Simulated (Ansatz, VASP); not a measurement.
Au in VASP and in Ansatz

```
Au
1.0
    -1.65727    1.75671    1.65727
     1.65727   -1.75671    1.65727
     1.65727    1.75671   -1.65727
Au
1
Cartesian
  0.0000 0.0000 0.0000
```

Change from the starting cell: strain +0.0600 x Voigt [0, 1, 0, 0, 0, 0], atoms carried along.

Alike in both runs: task single point; functional r2SCAN; k mesh 20 × 20 × 20; occupations gaussian, width 0.15 eV; no spin polarisation.

|  | VASP | Ansatz |
| --- | --- | --- |
| version | VASP 6.6.1 | Ansatz 0.2.0 |
| potentials or method | VASP PAW PBE potentials, release 64 (Au), cutoff 520 eV | scalar-relativistic, plane waves, PAW |
| valence electrons in the cell | 11 | 19 |

|  | VASP | Ansatz | Ansatz less VASP |
| --- | --- | --- | --- |
| gap on the k mesh at the Fermi level (eV) | none | none | - |
| pressure (GPa) | -10.4 | -10.5 | -0.14 |
| traceless stress, the component that is largest in VASP (GPa) | 0.23 | 0.22 | -0.007 |

VASP's potentials were made for PBE, not for r2SCAN. A gap of «none» marks a metal or a gap that the smearing closes. The functional is the same, so the differences come from potentials, cutoffs and numerics. VASP's potentials hold 11 valence electrons a cell and Ansatz's 19, so a difference there can come from the potentials and not from the codes.

Neither program's run includes spin-orbit coupling.
